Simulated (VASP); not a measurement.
Wanted: the native input for a VASP 6.6.1 run.

```yaml
Task: relaxation of cell and atoms
Functional: PBE
Potentials_or_basis: VASP PAW PBE potentials, release 64 (Sn_d, Se)
Cutoff: 600 eV
k_mesh: 10 × 10 × 10
Occupations: gaussian, width 0.02 eV
Spin: no spin polarisation
Target_pressure: 5 GPa
Dipole_correction: no
Further_INCAR_settings: ALGO = Normal; EDIFF = 1e-07; IBRION = 2; EDIFFG = -0.008; NSW = 70; ISIF = 3
```

The structure of SnSe lies in POSCAR:

```
SnSe
1.0
    0.0000000000      2.9418755565      2.9418755565
    2.9418755565      0.0000000000      2.9418755565
    2.9418755565      2.9418755565      0.0000000000
Sn Se
1 1
Direct
    0.0000000000      0.0000000000      0.0000000000
    0.5000000000      0.5000000000      0.5000000000
```

The input as run:

INCAR

```
PREC = Accurate
ENCUT = 600
EDIFF = 1E-7
ISMEAR = 0
SIGMA = 0.02
LREAL = False
LASPH = True
NELM = 100
ALGO = Normal
ISIF = 3
LWAVE = False
LCHARG = False
GGA = PE
IBRION = 2
NSW = 70
EDIFFG = -0.008
PSTRESS = 50.0
```

KPOINTS

```
regular mesh
0
Gamma
  10 10 10
```

Potentials or basis: VASP PAW PBE potentials, release 64 (Sn_d, Se).

The run is started by

```console
$ cat potpaw_PBE.64/Sn_d/POTCAR potpaw_PBE.64/Se/POTCAR > POTCAR
$ mpirun -np 1 vasp_std > vasp.out
```

Results of the run:

```json
{
  "Relaxed volume": "25.56 Å³/atom",
  "Relaxed cell": "a = 4.166 Å, b = 4.166 Å, c = 4.166 Å, α = 60.00°, β = 60.00°, γ = 60.00°",
  "Space group after relaxing (to 0.1 Å)": "Fm-3m (No. 225)",
  "Energy change on relaxing (the run minimises the enthalpy)": "-3.1 meV/atom",
  "Ionic steps": "3",
  "Pressure after relaxing": "5.0 GPa",
  "Band gap on the k mesh": "0.47 eV (least direct gap 0.59 eV)"
}
```

Caveat: the cell is relaxed towards a set pressure, so the run minimises the enthalpy, not the energy; spin-orbit coupling is left out, which moves the levels of the heavy elements.

It took 2.3 min on 1 thread of Intel Xeon 8259CL, on a shared host, peak memory 0.24 GiB.
